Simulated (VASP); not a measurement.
# Hf (P6/mmm) in VASP: a series of runs, part 2 of 3

VASP 6.6.1. The steps go on from the part before.

## Step 4: Single point, PBEsol+D4

This run uses another cell than the first one, of 21.23 Å³/atom, 1.028 times its volume.

File INCAR:

```
SYSTEM = Hf
ALGO     = Normal         ! electronic algorithm
EDIFF    = 1E-7           ! SCF threshold, eV
ENCUT    = 520            ! plane-wave cutoff, eV
GGA      = PS             ! functional
ISIF     = 2              ! what is computed and relaxed
ISMEAR   = -1             ! smearing method
IVDW     = 13             ! dispersion correction
LASPH    = .TRUE.         ! aspherical terms in the spheres
LCHARG   = .FALSE.        ! write CHGCAR
LREAL    = .FALSE.        ! projectors in reciprocal space
LWAVE    = .FALSE.        ! write WAVECAR
NBANDS   = 22             ! bands
NELM     = 100            ! most SCF steps
PREC     = Accurate       ! precision mode
SIGMA    = 0.05           ! smearing width, eV
```

File KPOINTS:

```
k-points
0
G
  6 6 9
  0 0 0
```

File POSCAR:

```
Hf
1.0
    4.9034976250      0.0000000000      0.0000000000
   -2.4517488125      4.2465535107      0.0000000000
    0.0000000000      0.0000000000      3.0589796223
Hf
3
Direct
    0.0000000000      0.0000000000      0.0000000000
    0.3333333333      0.6666666667      0.5000000000
    0.6666666667      0.3333333333      0.5000000000
```

Potentials or basis: VASP PAW PBE potentials, release 64 (Hf_pv).

Launch:

```
cat potpaw_PBE.64/Hf_pv/POTCAR > POTCAR
mpirun -np 1 vasp_std > vasp.out
```

OUTCAR:

```text
SYSTEM = Hf
   EDIFF = 1E-7
   ENCUT = 520
   GGA = PS
   ISIF = 2
   ISMEAR = -1
   IVDW = 13
   LASPH = .TRUE.
   LREAL = .FALSE.
   NELM = 100
   PREC = Accurate

 ion  position               nearest neighbor table
   1  0.000  0.000  0.000-   2 3.22   3 3.22   2 3.22   3 3.22   3 3.22   3 3.22   2 3.22   2 3.22
                             3 3.22   3 3.22   2 3.22   2 3.22
   2  0.333  0.667  0.500-   3 2.83   3 2.83   3 2.83   1 3.22   1 3.22   1 3.22   1 3.22   1 3.22
                             1 3.22
   3  0.667  0.333  0.500-   2 2.83   2 2.83   2 2.83   1 3.22   1 3.22   1 3.22   1 3.22   1 3.22
                             1 3.22

  LATTYP: Found a hexagonal cell.
 ALAT       =     4.9034976250
 C/A-ratio  =     0.6238362606

  Lattice vectors:

 A1 = (   4.9034976250,   0.0000000000,   0.0000000000)
 A2 = (  -2.4517488125,   4.2465535107,   0.0000000000)
 A3 = (   0.0000000000,   0.0000000000,   3.0589796223)

Analysis of symmetry for initial positions (statically):
=====================================================================
 Subroutine PRICEL returns:
 Original cell was already a primitive cell.

 Routine SETGRP: Setting up the symmetry group for a
 hexagonal supercell.

 Subroutine GETGRP returns: Found 24 space group operations
 (whereof 24 operations were pure point group operations)
 out of a pool of 24 trial point group operations.

The static configuration has the point symmetry D_6h.

Analysis of symmetry for dynamics (positions and initial velocities):
=====================================================================
 Subroutine PRICEL returns:
 Original cell was already a primitive cell.

 Routine SETGRP: Setting up the symmetry group for a
 hexagonal supercell.

 Subroutine GETGRP returns: Found 24 space group operations
 (whereof 24 operations were pure point group operations)
 out of a pool of 24 trial point group operations.

The dynamic configuration has the point symmetry D_6h.

 Subroutine INISYM returns: Found 24 space group operations
 (whereof 24 operations are pure point group operations),
 and found     1 'primitive' translations

----------------------------------------------------------------------------------------

                                     Primitive cell

  volume of cell :      63.6970

  direct lattice vectors                    reciprocal lattice vectors
     4.903497625  0.000000000  0.000000000     0.203936063  0.117742541  0.000000000
    -2.451748812  4.246553511  0.000000000     0.000000000  0.235485082  0.000000000
     0.000000000  0.000000000  3.058979622     0.000000000  0.000000000  0.326906395

  length of vectors
     4.903497625  4.903497625  3.058979622     0.235485082  0.235485082  0.326906395

  position of ions in fractional coordinates (direct lattice)
     0.000000000  0.000000000  0.000000000
     0.333333333  0.666666667  0.500000000
     0.666666667  0.333333333  0.500000000

  ion indices of the primitive-cell ions
   primitive index   ion index
                 1           1
                 2           2
                 3           3

----------------------------------------------------------------------------------------

 KPOINTS: k-points

Automatic generation of k-mesh.
 Grid dimensions read from file:
 generate k-points for:    6    6    9

 Generating k-lattice:

  Cartesian coordinates                     Fractional coordinates (reciprocal lattice)
     0.033989344  0.019623757  0.000000000     0.166666667  0.000000000  0.000000000
     0.000000000  0.039247514  0.000000000     0.000000000  0.166666667  0.000000000
     0.000000000  0.000000000  0.036322933     0.000000000  0.000000000  0.111111111

  Length of vectors
     0.039247514  0.039247514  0.036322933

  Shift w.r.t. Gamma in fractional coordinates (k-lattice)
     0.000000000  0.000000000  0.000000000

 Subroutine IBZKPT returns following result:
 ===========================================

 Found     35 irreducible k-points:

 Following reciprocal coordinates:
            Coordinates               Weight
  0.000000  0.000000  0.000000      1.000000
  0.166667  0.000000  0.000000      6.000000
  0.333333  0.000000  0.000000      6.000000
  0.500000  0.000000  0.000000      3.000000
  0.166667  0.166667  0.000000      6.000000
  0.333333  0.166667  0.000000     12.000000
[... 16 lines left out ...]
  0.166667  0.000000  0.333333     12.000000
  0.333333  0.000000  0.333333     12.000000
 [... further k-points ...]
   k-points           NKPTS =     35   k-points in BZ     NKDIM =     35   number of bands    NBANDS=     22
   number of dos      NEDOS =    301   number of ions     NIONS =      3
   total plane-waves  NPLWV =  31104
   dimension x,y,z NGX =    36 NGY =   36 NGZ =   24
   dimension x,y,z NGXF=    72 NGYF=   72 NGZF=   48
   ions per type =               3
   NGX,Y,Z   is equivalent  to a cutoff of  12.21, 12.21, 13.04 a.u.
   NGXF,Y,Z  is equivalent  to a cutoff of  24.41, 24.41, 26.09 a.u.
 SYSTEM =  Hf
   PREC   = accura    normal or accurate (medium, high low for compatibility)
   ISTART =      0    job   : 0-new  1-cont  2-samecut
   ICHARG =      2    charge: 1-file 2-atom 10-const
   ISPIN  =      1    spin polarized calculation?
   LNONCOLLINEAR =      F non collinear calculations
   LSORBIT =      F    spin-orbit coupling
   LASPH  =      T    aspherical Exc in radial PAW
   ENCUT  =  520.0 eV  38.22 Ry    6.18 a.u.   9.12  9.12  5.69*2*pi/ulx,y,z
   NELM   =    100;   NELMIN=  2; NELMDL= -5     # of ELM steps
   EDIFF  = 0.1E-06   stopping-criterion for ELM
   LREAL  =      F    real-space projection
   EDIFFG = 0.1E-05   stopping-criterion for IOM
   NSW    =      0    number of steps for IOM
   IBRION =     -1    ionic relax: 0-MD 1-quasi-New 2-CG
   NFREE  =      0    steps in history (QN), initial steepest desc. (CG)
   ISIF   =      2    stress and relaxation
   ISYM   =      2    0-nonsym 1-usesym 2-fastsym
   POTIM  = 0.5000    time-step for ionic-motion
   TEBEG  =    0.0;   TEEND  =   0.0 temperature during run
   PSTRESS=    0.0 pullay stress
   NELECT =      30.0000    total number of electrons
   NUPDOWN=      -1.0000    fix difference up-down
   EMIN   =  10.00;   EMAX   =-10.00  energy-range for DOS
   EFERMI =   0.00;   METHOD = LEGACY
   ISMEAR =    -1;   SIGMA  =   0.05  broadening in eV -4-tet -1-fermi 0-gaus
   EFERMI_NEDOS =   21; number of points for ismear=-14 and -15
   IALGO  =     38    algorithm
   IMIX   =      4    mixing-type and parameters
     AMIX     =   0.40;   BMIX     =  1.00
     AMIX_MAG =   1.60;   BMIX_MAG =  1.00
  volume/ion in A,a.u.               =      21.23       143.28
  Fermi-wavevector in a.u.,A,eV,Ry     =   1.273725  2.406990 22.073743  1.622374
  Thomas-Fermi vector in A             =   2.406532
   LORBIT       =      0    0 simple, 1 ext, 2 COOP (PROOUT), +10 PAW based schemes
   GGA     = PS    functional components
   LHFCALC =     F    Hartree Fock is set to
   AEXX    =    0.0000 exact exchange contribution
   IVDW    =    13    specifies the selected vdW correction
   LEPSILON=     F    determine dielectric tensor
   LRPA    =     F    only Hartree local field effects (RPA)
 non-spin polarized calculation
  energy-cutoff  :      520.00
  volume of cell :       63.70
 maximum number of plane-waves:      1734
   NGX = 19   NGY = 19   NGZ = 11

 number of electron      29.9999998 magnetization

 Free energy of the ion-electron system (eV)
  ---------------------------------------------------
  ext. energy  EPLUGINS =         0.00000000
  ---------------------------------------------------
  free energy    TOTEN  =       -31.41577065 eV

  energy without entropy =      -31.39153475  energy(sigma->0) =      -31.40365270

 E-fermi :   4.9217     XC(G=0): -11.6309

 val. band max:        4.9025147842   @ k =   0.5000   0.0000   0.2222
 cond. band min:       4.9269866035   @ k =   0.3333   0.3333   0.2222
 fundamental gap:      0.0244718194
 Fermi energy:         4.9216894269

 k-point     1 :       0.0000    0.0000    0.0000
  band No.  band energies     occupation
      1     -25.6567      2.00000
      2     -25.6567      2.00000
      3     -25.6395      2.00000
      4     -25.6395      2.00000
      5     -25.2066      2.00000
      6     -24.9415      2.00000
[... 574 lines left out ...]
      6     -25.3066      2.00000
[... 14 lines left out ...]
     21       8.7064      0.00000
     22       9.5878      0.00000

 [... further k-points ...]

------------------------ aborting loop because EDIFF is reached ----------------------------------------

  DFT-D4 for vdW energy calculation

  Edisp (eV):   -0.38612

  FORCE on cell =-STRESS in cart. coord.  units (eV):
  Direction    XX          YY          ZZ          XY          YZ          ZX
  --------------------------------------------------------------------------------------
  -------------------------------------------------------------------------------------
  Total      -0.16947    -0.16947    -0.09877     0.00000    -0.00000     0.00000
  in kB      -4.26280    -4.26280    -2.48442     0.00000    -0.00000     0.00000
  external pressure =       -3.67 kB  Pullay stress =        0.00 kB

 VOLUME and BASIS-vectors are now :
 -----------------------------------------------------------------------------
  energy-cutoff  :      520.00
  volume of cell :       63.70
      direct lattice vectors                 reciprocal lattice vectors
     4.903497625  0.000000000  0.000000000     0.203936063  0.117742541  0.000000000
    -2.451748812  4.246553511  0.000000000     0.000000000  0.235485082  0.000000000
     0.000000000  0.000000000  3.058979622     0.000000000  0.000000000  0.326906395

 POSITION                                       TOTAL-FORCE (eV/Angst)
 -----------------------------------------------------------------------------------
      0.00000      0.00000      0.00000        -0.000000      0.000000      0.000000
     -0.00000      2.83104      1.52949         0.000000     -0.000000     -0.000000
      2.45175      1.41552      1.52949         0.000000      0.000000      0.000000
 -----------------------------------------------------------------------------------
    total drift:                                0.000000      0.000000     -0.000000

  FREE ENERGIE OF THE ION-ELECTRON SYSTEM (eV)
  ---------------------------------------------------
  free  energy   TOTEN  =       -31.8018871309 eV

  energy  without entropy=      -31.7776512286  energy(sigma->0) =      -31.78976918
```

It took 36 s on 1 thread of Intel Xeon Platinum 8259CL at 2.50GHz (Skylake/Cascade Lake), shared host; peak memory 0.19 GiB.

What came out:

```yaml
Free_energy: -31.8019 eV
Pressure: -0.4 GPa
Band_gap_on_the_k_mesh: zero (band 15 reaches 5.23 eV, above the bottom of band 16 at 4.35 eV)
Dispersion_energy_per_atom: -0.129 eV
```

Stress tensor (GPa, compression positive):
```
-0.43  0.00  0.00
 0.00 -0.43  0.00
 0.00  0.00 -0.25
```

Levels at points of the mesh, in eV from the Fermi level:
```tsv
k point	band 11	band 12	band 13	band 14	band 15	band 16	band 17	band 18	band 19	band 20
(0.00, 0.00, 0.00)	-2.63	-0.61	-0.61	-0.61	-0.57	-0.57	1.15	2.20	2.20	2.92
(0.50, 0.00, 0.00)	-4.52	-3.65	-0.51	-0.45	-0.37	0.18	0.91	1.27	1.56	3.05
```

Caveat: the PAW data sets were made with another functional, which shifts forces and pressure a little; spin-orbit coupling is left out, which moves the levels of the heavy elements; pairwise dispersion overbinds metals, which lowers pressure and volume.

## Step 5: Single point, PBEsol

This run uses another cell than the first one, of 21.41 Å³/atom, 1.036 times its volume.

File INCAR:

```
  ALGO = Normal
  EDIFF = 1E-6
  ENCUT = 520
  GGA = PS
  ISIF = 2
  ISMEAR = -1
  LASPH = True
  LCHARG = True
  LELF = True
  LREAL = False
  LVHAR = True
  LWAVE = False
  NBANDS = 22
  NELM = 100
  PREC = Accurate
  SIGMA = 0.05
```

File KPOINTS:

```
k-points
0
Gamma
  6 6 9
```

File POSCAR:

```
Hf
1.0
    4.9170166412      0.0000000000      0.0000000000
   -2.4585083206      4.2582613221      0.0000000000
    0.0000000000      0.0000000000      3.0670431346
Hf
3
Direct
    0.0000000000      0.0000000000      0.0000000000
    0.3333333333      0.6666666667      0.5000000000
    0.6666666667      0.3333333333      0.5000000000
```

Launch:

```
cat potpaw_PBE.64/Hf_pv/POTCAR > POTCAR
mpirun -np 1 vasp_std > vasp.out
```

Run time: 39 s. Hardware: 1 thread of Intel Xeon Platinum 8259CL at 2.50GHz (Skylake/Cascade Lake), shared host; peak memory 0.2 GiB.

Results (log left out):

```yaml
Free_energy: -31.4162 eV
Pressure: -0.4 GPa
Band_gap_on_the_k_mesh: zero (band 15 reaches 5.18 eV, above the bottom of band 16 at 4.29 eV)
```

Stress tensor (GPa, compression positive):
```
-0.44  0.00  0.00
 0.00 -0.44  0.00
 0.00  0.00 -0.27
```

Levels at points of the mesh, in eV from the Fermi level:
```tsv
k point	band 13	band 14	band 15	band 16	band 17	band 18
(0.00, 0.00, 0.00)	-0.61	-0.61	-0.57	-0.57	1.15	2.19
(0.50, 0.00, 0.00)	-0.49	-0.44	-0.36	0.18	0.90	1.23
```

Caveat: the PAW data sets were made with another functional, which shifts forces and pressure a little; spin-orbit coupling is left out, which moves the levels of the heavy elements.

[end of part 2 of 3]
